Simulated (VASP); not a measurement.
# Ta (Im-3m) in VASP: a series of runs

Ta is run at these levels: LDA; tasks: single point.

Program: VASP 6.6.1. These are calculated values, not measurements. Logs are shortened: lines on timing, memory, paths and dates and some standing lists are left out, and cuts for length are marked.

## (1) The cell of the first run

Symmetry: Im-3m, No. 229, cubic system. The conventional cell has a = 3.255 Å, b = 3.255 Å, c = 3.255 Å, α = 90.00°, β = 90.00°, γ = 90.00°. Ta (site symmetry m-3m) has 14 Ta at 2.82 to 3.26 Å within 3.7 Å.

## (2) Single point, LDA

Input file INCAR:

```
ALGO     = Normal         # electronic algorithm
EDIFF    = 1E-6           # SCF threshold, eV
ENCUT    = 520            # plane-wave cutoff, eV
ISIF     = 2              # what is computed and relaxed
ISMEAR   = -1             # smearing method
LASPH    = T              # aspherical terms in the spheres
LCHARG   = F              # write CHGCAR
LREAL    = F              # projectors in reciprocal space
LWAVE    = F              # write WAVECAR
NBANDS   = 12             # bands
NELM     = 60             # most SCF steps
PREC     = Accurate       # precision mode
SIGMA    = 0.01           # smearing width, eV
```

Input file KPOINTS:

```
k-points
0
Gamma
  14 14 14
```

Input file POSCAR:

```
Ta
1.0
   -1.6276710318      1.6276710318      1.6276710318
    1.6276710318     -1.6276710318      1.6276710318
    1.6276710318      1.6276710318     -1.6276710318
Ta
1
Direct
    0.0000000000      0.0000000000      0.0000000000
```

Potentials or basis: VASP PAW LDA potentials, release 64 (Ta_pv).

Run with:

```console
> cat potpaw_LDA.64/Ta_pv/POTCAR > POTCAR
> mpirun -np 1 vasp_std > vasp.out
```

OUTCAR:

```text
EDIFF = 1E-6
   ENCUT = 520
   ISIF = 2
   ISMEAR = -1
   LASPH = T
   LREAL = F
   NELM = 60
   PREC = Accurate

 ion  position               nearest neighbor table
   1  0.000  0.000  0.000-

  LATTYP: Found a body centered cubic cell.
 ALAT       =     3.2553420636

  Lattice vectors:

 A1 = (  -1.6276710318,   1.6276710318,   1.6276710318)
 A2 = (   1.6276710318,  -1.6276710318,   1.6276710318)
 A3 = (   1.6276710318,   1.6276710318,  -1.6276710318)

Analysis of symmetry for initial positions (statically):
=====================================================================
 Subroutine PRICEL returns:
 Original cell was already a primitive cell.

 Routine SETGRP: Setting up the symmetry group for a
 body centered cubic supercell.

 Subroutine GETGRP returns: Found 48 space group operations
 (whereof 48 operations were pure point group operations)
 out of a pool of 48 trial point group operations.

The static configuration has the point symmetry O_h .

Analysis of symmetry for dynamics (positions and initial velocities):
=====================================================================
 Subroutine PRICEL returns:
 Original cell was already a primitive cell.

 Routine SETGRP: Setting up the symmetry group for a
 body centered cubic supercell.

 Subroutine GETGRP returns: Found 48 space group operations
 (whereof 48 operations were pure point group operations)
 out of a pool of 48 trial point group operations.

The dynamic configuration has the point symmetry O_h .

 Subroutine INISYM returns: Found 48 space group operations
 (whereof 48 operations are pure point group operations),
 and found     1 'primitive' translations

----------------------------------------------------------------------------------------

                                     Primitive cell

  volume of cell :      17.2488

  direct lattice vectors                    reciprocal lattice vectors
    -1.627671032  1.627671032  1.627671032     0.000000000  0.307187380  0.307187380
     1.627671032 -1.627671032  1.627671032     0.307187380  0.000000000  0.307187380
     1.627671032  1.627671032 -1.627671032     0.307187380  0.307187380  0.000000000

  length of vectors
     2.819208925  2.819208925  2.819208925     0.434428559  0.434428559  0.434428559

  position of ions in fractional coordinates (direct lattice)
     0.000000000  0.000000000  0.000000000

  ion indices of the primitive-cell ions
   primitive index   ion index
                 1           1

----------------------------------------------------------------------------------------

 KPOINTS: k-points

Automatic generation of k-mesh.
 Grid dimensions read from file:
 generate k-points for:   14   14   14

 Generating k-lattice:

  Cartesian coordinates                     Fractional coordinates (reciprocal lattice)
     0.000000000  0.021941956  0.021941956     0.071428571  0.000000000  0.000000000
     0.021941956  0.000000000  0.021941956     0.000000000  0.071428571  0.000000000
     0.021941956  0.021941956  0.000000000     0.000000000  0.000000000  0.071428571

  Length of vectors
     0.031030611  0.031030611  0.031030611

  Shift w.r.t. Gamma in fractional coordinates (k-lattice)
     0.000000000  0.000000000  0.000000000

 Subroutine IBZKPT returns following result:
 ===========================================

 Found    104 irreducible k-points:

 Following reciprocal coordinates:
            Coordinates               Weight
  0.000000  0.000000  0.000000      1.000000
  0.071429  0.000000  0.000000     12.000000
  0.142857  0.000000  0.000000     12.000000
  0.214286  0.000000  0.000000     12.000000
  0.285714  0.000000  0.000000     12.000000
  0.357143  0.000000  0.000000     12.000000
[... 16 lines left out ...]
  0.285714  0.285714  0.000000     24.000000
  0.357143  0.285714  0.000000     24.000000
 [... further k-points ...]
   k-points           NKPTS =    104   k-points in BZ     NKDIM =    104   number of bands    NBANDS=     12
   number of dos      NEDOS =    301   number of ions     NIONS =      1
   total plane-waves  NPLWV =  13824
   dimension x,y,z NGX =    24 NGY =   24 NGZ =   24
   dimension x,y,z NGXF=    48 NGYF=   48 NGZF=   48
   ions per type =               1
   NGX,Y,Z   is equivalent  to a cutoff of  14.15, 14.15, 14.15 a.u.
   NGXF,Y,Z  is equivalent  to a cutoff of  28.31, 28.31, 28.31 a.u.
 SYSTEM =  unknown system
   PREC   = accura    normal or accurate (medium, high low for compatibility)
   ISTART =      0    job   : 0-new  1-cont  2-samecut
   ICHARG =      2    charge: 1-file 2-atom 10-const
   ISPIN  =      1    spin polarized calculation?
   LNONCOLLINEAR =      F non collinear calculations
   LSORBIT =      F    spin-orbit coupling
   LASPH  =      T    aspherical Exc in radial PAW
   ENCUT  =  520.0 eV  38.22 Ry    6.18 a.u.   5.24  5.24  5.24*2*pi/ulx,y,z
   NELM   =     60;   NELMIN=  2; NELMDL= -5     # of ELM steps
   EDIFF  = 0.1E-05   stopping-criterion for ELM
   LREAL  =      F    real-space projection
   EDIFFG = 0.1E-04   stopping-criterion for IOM
   NSW    =      0    number of steps for IOM
   IBRION =     -1    ionic relax: 0-MD 1-quasi-New 2-CG
   NFREE  =      0    steps in history (QN), initial steepest desc. (CG)
   ISIF   =      2    stress and relaxation
   ISYM   =      2    0-nonsym 1-usesym 2-fastsym
   POTIM  = 0.5000    time-step for ionic-motion
   TEBEG  =    0.0;   TEEND  =   0.0 temperature during run
   PSTRESS=    0.0 pullay stress
   NELECT =      11.0000    total number of electrons
   NUPDOWN=      -1.0000    fix difference up-down
   EMIN   =  10.00;   EMAX   =-10.00  energy-range for DOS
   EFERMI =   0.00;   METHOD = LEGACY
   ISMEAR =    -1;   SIGMA  =   0.01  broadening in eV -4-tet -1-fermi 0-gaus
   EFERMI_NEDOS =   21; number of points for ismear=-14 and -15
   IALGO  =     38    algorithm
   IMIX   =      4    mixing-type and parameters
     AMIX     =   0.40;   BMIX     =  1.00
     AMIX_MAG =   1.60;   BMIX_MAG =  1.00
  volume/ion in A,a.u.               =      17.25       116.40
  Fermi-wavevector in a.u.,A,eV,Ry     =   1.409134  2.662878 27.016543  1.985660
  Thomas-Fermi vector in A             =   2.531221
   LORBIT       =      0    0 simple, 1 ext, 2 COOP (PROOUT), +10 PAW based schemes
   GGA     = CA    functional components
   LHFCALC =     F    Hartree Fock is set to
   AEXX    =    0.0000 exact exchange contribution
   IVDW    =     0    specifies the selected vdW correction
   LEPSILON=     F    determine dielectric tensor
   LRPA    =     F    only Hartree local field effects (RPA)
 non-spin polarized calculation
  energy-cutoff  :      520.00
  volume of cell :       17.25
 maximum number of plane-waves:       476
 NGX is ok and might be reduce to    24
   NGX = 11   NGY = 11   NGZ = 11

 number of electron      11.0000000 magnetization

 Free energy of the ion-electron system (eV)
  ---------------------------------------------------
  ext. energy  EPLUGINS =         0.00000000
  ---------------------------------------------------
  free energy    TOTEN  =       -12.83147942 eV

  energy without entropy =      -12.83111839  energy(sigma->0) =      -12.83129890

 E-fermi :   5.7322     XC(G=0): -13.0181

 val. band max:        5.7143168698   @ k =   0.3571   0.2143   0.0714
 cond. band min:       5.7378854209   @ k =   0.3571   0.2143   0.0000
 fundamental gap:      0.0235685511
 Fermi energy:         5.7322343155

 k-point     1 :       0.0000    0.0000    0.0000
  band No.  band energies     occupation
      1     -26.9714      2.00000
      2     -26.9714      2.00000
      3     -26.9714      2.00000
      4      -2.2390      2.00000
      5       6.4275      0.00000
      6       6.4275      0.00000
      7       6.4275      0.00000
      8       9.8437      0.00000
      9       9.8437      0.00000
     10      19.5908      0.00000
     11      21.0418      0.00000
     12      21.0418      0.00000

 k-point     2 :       0.0714    0.0000    0.0000
  band No.  band energies     occupation
      1     -27.0463      2.00000
      2     -26.9941      2.00000
      3     -26.9718      2.00000
      4      -1.9973      2.00000
      5       6.2721      0.00000
      6       6.3828      0.00000
      7       6.6648      0.00000
      8       9.5952      0.00000
      9       9.8442      0.00000
     10      19.5908      0.00000
     11      21.2592      0.00000
     12      21.4597      0.00000

 k-point     3 :       0.1429    0.0000    0.0000
  band No.  band energies     occupation
      1     -27.2521      2.00000
      2     -27.0573      2.00000
      3     -26.9732      2.00000
      4      -1.3188      2.00000
      5       5.8663      0.00000
      6       6.1731      0.00000
      7       7.3641      0.00000
      8       9.1982      0.00000
      9       9.8672      0.00000
     10      19.5903      0.00000
     11      21.7302      0.00000
     12      22.6478      0.00000
[... 286 lines left out ...]
 k-point    23 :       0.2857    0.2857    0.0000
  band No.  band energies     occupation
      1     -28.0816      2.00000
      2     -27.7169      2.00000
      3     -27.1372      2.00000
      4       2.9410      2.00000
      5       4.3143      2.00000
      6       5.2488      2.00000
      7       9.8601      0.00000
      8      10.6995      0.00000
      9      16.0041      0.00000
     10      16.2696      0.00000
     11      19.5983      0.00000
     12      20.3005      0.00000

 k-point    24 :       0.3571    0.2857    0.0000
  band No.  band energies     occupation
      1     -28.0293      2.00000
      2     -27.8193      2.00000
      3     -27.1444      2.00000
      4       3.0616      2.00000
      5       4.4759      2.00000
      6       5.1172      2.00000
      7      10.1096      0.00000
      8      10.7265      0.00000
      9      15.1955      0.00000
     10      17.4531      0.00000
     11      19.3045      0.00000
     12      19.5975      0.00000

 [... further k-points ...]
[... 5 lines left out ...]
  --------------------------------------------------------------------------------------
  -------------------------------------------------------------------------------------
  Total        0.0946283      0.0946283      0.0946283      0.0000000     -0.0000000      0.0000000
  in kB        8.7896515      8.7896515      8.7896515      0.0000000     -0.0000000      0.0000000
  external PRESSURE =       8.7896515 kB  Pullay stress =       0.0000000 kB

 VOLUME and BASIS-vectors are now :
 -----------------------------------------------------------------------------
  energy-cutoff  :      520.00
  volume of cell :       17.25
      direct lattice vectors                 reciprocal lattice vectors
    -1.627671032  1.627671032  1.627671032     0.000000000  0.307187380  0.307187380
     1.627671032 -1.627671032  1.627671032     0.307187380  0.000000000  0.307187380
     1.627671032  1.627671032 -1.627671032     0.307187380  0.307187380  0.000000000

 POSITION                                       TOTAL-FORCE (eV/Angst)
 -----------------------------------------------------------------------------------
      0.00000      0.00000      0.00000        -0.000000      0.000000      0.000000
 -----------------------------------------------------------------------------------
    total drift:                                0.000000      0.000000      0.000000

  FREE ENERGIE OF THE ION-ELECTRON SYSTEM (eV)
  ---------------------------------------------------
  free  energy   TOTEN  =       -12.8314794172 eV

  energy  without entropy=      -12.8311183888  energy(sigma->0) =      -12.83129890
```

Run time: 21 s. Hardware: 1 thread of Intel Xeon 8259CL, shared host; peak memory 0.14 GiB.

What came out:

| Item | Value |
| --- | --- |
| Free energy | -12.8315 eV |
| Pressure | 0.9 GPa |

Levels at points of the mesh, in eV from the Fermi level:
```tsv
k point	band 1	band 2	band 3	band 4	band 5	band 6	band 7	band 8	band 9	band 10
(0.00, 0.00, 0.00)	-32.70	-32.70	-32.70	-7.97	0.70	0.70	0.70	4.11	4.11	13.86
(0.50, 0.00, 0.00)	-34.08	-33.15	-32.71	-4.54	-1.69	1.98	4.02	5.09	8.21	12.26
(0.50, 0.50, 0.50)	-33.66	-33.66	-33.66	-4.05	-4.05	7.17	7.17	7.17	9.19	9.19
```

Caveat: spin-orbit coupling is left out, which moves the levels of the heavy elements.

## (3) Single point, LDA

Input file INCAR:

```
SYSTEM = Ta
  PREC = Accurate
  ENCUT = 520
  EDIFF = 1E-6
  ISMEAR = -1
  SIGMA = 0.03
  LREAL = .False.
  LASPH = .True.
  NELM = 100
  ALGO = Normal
  ISIF = 2
  LWAVE = .False.
  LCHARG = .True.
  GGA = CA
  LELF = .True.
  LVHAR = .True.
  NBANDS = 12
```

Input file KPOINTS:

```
regular mesh
0
Gamma
  14 14 14
  0 0 0
```

POSCAR is that of step 2.

Potentials or basis: VASP PAW LDA potentials, release 64 (Ta_pv).

Run with:

```console
> cat potpaw_LDA.64/Ta_pv/POTCAR > POTCAR
> mpirun -np 1 vasp_std > vasp.out
```

It took 23 s on 1 thread of Intel Xeon 8259CL, shared host; peak memory 0.14 GiB.

It converged, with:

```yaml
Free_energy: -12.8329 eV
Pressure: 0.9 GPa
```

Levels at points of the mesh, in eV from the Fermi level:
```csv
k point,band 1,band 2,band 3,band 4,band 5,band 6,band 7,band 8,band 9,band 10
"(0.00, 0.00, 0.00)",-32.71,-32.71,-32.71,-7.98,0.69,0.69,0.69,4.10,4.10,13.85
"(0.50, 0.00, 0.00)",-34.09,-33.15,-32.72,-4.54,-1.70,1.98,4.01,5.08,8.20,12.25
"(0.50, 0.50, 0.50)",-33.66,-33.66,-33.66,-4.06,-4.06,7.16,7.16,7.16,9.18,9.18
```

Caveat: spin-orbit coupling is left out, which moves the levels of the heavy elements.
